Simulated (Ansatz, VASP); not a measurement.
**Ti6O: VASP beside Ansatz**

```
Ti O
1.0
     5.05243    0.00000    0.00000
    -2.52621    4.37553    0.00000
     0.00000    0.00000    4.31522
Ti O
6 1
Direct
  0.33133 0.00000 0.25948
  0.00000 0.33133 0.25948
  0.66867 0.66867 0.25948
  0.00000 0.66867 0.74052
  0.66867 0.00000 0.74052
  0.33133 0.33133 0.74052
  0.00000 0.00000 0.00000
```

Change from the starting cell: strain +0.000 along x and y, -0.080 along z, atoms carried along.

Alike in both runs: task single point; functional PBEsol; k mesh 12 × 12 × 8; occupations gaussian, width 0.15 eV; no spin polarisation.

```csv
,VASP,Ansatz
version,VASP 6.6.1,Ansatz 0.2.0
potentials or method,"VASP PAW PBE potentials, release 64 (Ti_sv, O), cutoff 520 eV","scalar-relativistic, plane waves, PAW"
valence electrons in the cell,78,78
```

```tsv
	VASP	Ansatz	Ansatz less VASP
gap on the k mesh at the Fermi level (eV)	none	none	-
pressure (GPa)	14.6	14.7	+0.08
traceless stress, the component that is largest in VASP (GPa)	10.15	10.19	+0.044
rms of the force components (eV/Å)	0.212	0.202	-0.0103
```

VASP's potentials were made for PBE, not for PBEsol. Atom by atom the forces differ by 0.025 eV/Å (rms over components). A gap of «none» marks a metal or a gap that the smearing closes.
